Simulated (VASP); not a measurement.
Crystal: Li2O.

```xyz
3
Lattice="0.0000 2.3269 2.3269 2.3269 0.0000 2.3269 2.3269 2.3269 0.0000" Properties=species:S:1:pos:R:3 pbc="T T T"
Li    3.4903    3.4903    3.4903
Li    1.1634    1.1634    1.1634
O     0.0000    0.0000    0.0000
```

Program: VASP 6.6.1. Alike in all runs: task single point; potentials or basis VASP PAW PBE potentials, release 64 (Li_sv, O); cell as given.

Question: Order these runs on this cell by their pressure, lowest first.
A. level PBE+D3(BJ); spin off; k mesh 4 × 4 × 4, shifted; cutoff (eV) 750; smearing gaussian 0.1 eV
B. level r2SCAN; spin off; k mesh 6 × 6 × 6; cutoff (eV) 830; smearing gaussian 0.1 eV
C. level PBE; spin collinear, zero start; fixed moment (μB) 0.0; k mesh 3 × 3 × 5; cutoff (eV) 750; smearing gaussian 0.01 eV

Answer: A (-6.8 GPa), B (-4.5 GPa), C (-1.6 GPa).

Caveats: some runs use coarse meshes; the total moment is fixed, so each spin has its own Fermi level (at least some runs); the cell stands under tension (at least some runs); the PAW data sets were made with another functional, which shifts forces and pressure a little (at least some runs).
